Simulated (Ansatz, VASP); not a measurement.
# BN: VASP beside Ansatz

The input POSCAR:

```
BN
1.0
    0.0000000000      1.8044216300      1.8044216300
    1.8044216300      0.0000000000      1.8044216300
    1.8044216300      1.8044216300      0.0000000000
B N
1 1
Direct
    0.0000000000      0.0000000000      0.0000000000
    0.2500000000      0.2500000000      0.2500000000
```

The input INCAR.step1:

```
SYSTEM = BN
PREC = Accurate ; ENCUT = 520
ISMEAR = -1 ; SIGMA = 0.02
LREAL = .FALSE. ; LASPH = .TRUE.
NELM = 80 ; NBANDS = 11
GGA = PE ; ALGO = Normal
EDIFF = 1E-4 ; LWAVE = .TRUE.
LCHARG = .FALSE.
```

INCAR.step2

```
SYSTEM = BN
PREC = Accurate ; ENCUT = 520
EDIFF = 1E-7 ; ISMEAR = -1
SIGMA = 0.02 ; LREAL = .FALSE.
LASPH = .TRUE. ; NELM = 80
ALGO = Normal ; ISIF = 2
LWAVE = .FALSE. ; LCHARG = .FALSE.
METAGGA = R2SCAN ; LMIXTAU = .TRUE.
NBANDS = 11 ; ISTART = 1
```

KPOINTS

```
Automatic mesh
0
G
  14 14 14
  0 0 0
```

Input for Ansatz:

```yaml
crystal:
  lattice:
    - [0.0, 1.80442163, 1.80442163]
    - [1.80442163, 0.0, 1.80442163]
    - [1.80442163, 1.80442163, 0.0]
  atoms:
    - { symbol: B, position: [0.0, 0.0, 0.0] }
    - { symbol: "N", position: [0.25, 0.25, 0.25] }
  symmetry: { tolerance: 0.0003 }
hamiltonian:
  xc: r2scan
  pseudopotentials: { kind: paw, azcp: { folder: soft_1 } }
basis:
  ecutwfc: 500
magnetization:
  spin_polarized: false
scf:
  occupations: { method: fermi_dirac, width: 0.02 }
kpoints:
  mp_grid: { grid: [14, 14, 14], shift: [0, 0, 0] }
  band_path:
    path:
      - [0.0, 0.0, 0.0]
      - [-0.5, -0.5, 0.0]
      - [-0.375, -0.375, 0.25]
      - [-0.375, 0.0, 0.375]
      - [0.0, 0.0, 0.0]
      - [0.0, 0.0, 0.5]
      - [-0.5, -0.25, 0.25]
      - [-0.5, -0.5, 0.0]
    npoints: 15
output:
  forces: true
  stress: true
  eigenvalues: true
  bader: true
  populations: true
  elf: true
  write_potential: true
  write_density: true
  volumetric_format: npy
  dos:
    e_range: [-12, 8]
    de: 0.05
    projected: { site_lists: { B: [B], "N": ["N"] } }
```

Alike in both runs: task single point; functional r2SCAN; k mesh 14 × 14 × 14; occupations fermi-dirac, width 0.02 eV; no spin polarisation.

```csv
,VASP,Ansatz
version,VASP 6.6.1,Ansatz 0.2.0
potentials or method,"VASP PAW PBE potentials, release 64 (B, N), cutoff 520 eV",PAW plane waves
valence electrons in the cell,8,8
```

Ansatz gave:

| Property | Result |
| --- | --- |
| gap on the k mesh at the Fermi level (eV) | 4.99 |
| pressure (GPa) | 0.0 |

Question: What did VASP give for the same quantities?

Answer: gap on the k mesh at the Fermi level (eV): 4.98; pressure (GPa): 1.4.

VASP's potentials were made for PBE, not for r2SCAN.
